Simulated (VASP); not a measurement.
Input of a VASP 6.6.1 run:

INCAR

```
SYSTEM = HfB2
PREC = Accurate
ENCUT = 520
EDIFF = 1E-8
ISMEAR = -1
SIGMA = 0.05
LREAL = .False.
LASPH = .True.
NELM = 100
ALGO = Normal
ISIF = 2
LWAVE = .False.
LCHARG = .False.
GGA = PE
LEFG = .True.
NBANDS = 15
```

The input KPOINTS:

```
Automatic mesh
0
Gamma
  13 13 11
  0 0 0
```

POSCAR

```
HfB2
1.0
    3.1504320712      0.0000000000      0.0000000000
   -1.5752160356      2.7283542065      0.0000000000
    0.0000000000      0.0000000000      3.4915615467
Hf B
1 2
Direct
    0.0000000000      0.0000000000      0.0000000000
    0.3333333333      0.6666666667      0.5000000000
    0.6666666667      0.3333333333      0.5000000000
```

Potentials or basis: VASP PAW PBE potentials, release 64 (Hf_pv, B).

Launch:

```bash
$ cat potpaw_PBE.64/Hf_pv/POTCAR potpaw_PBE.64/B/POTCAR > POTCAR
$ mpirun -np 1 vasp_std > vasp.out
```

Task: Estimate the pressure.

Result: -1.5 GPa.

Task: What does it give for the band gap on the k mesh?

Result: Zero (band 8 reaches 8.22 eV, above the bottom of band 9 at 7.21 eV).

Stress tensor (GPa, compression positive):
```
-1.73  0.00  0.00
 0.00 -1.73  0.00
 0.00  0.00 -1.17
```

Caveat: without QUAD_EFG the Cq values of the log hold for a quadrupole moment of 1 mb, not for the nuclei; spin-orbit coupling is left out, which moves the levels of the heavy elements.
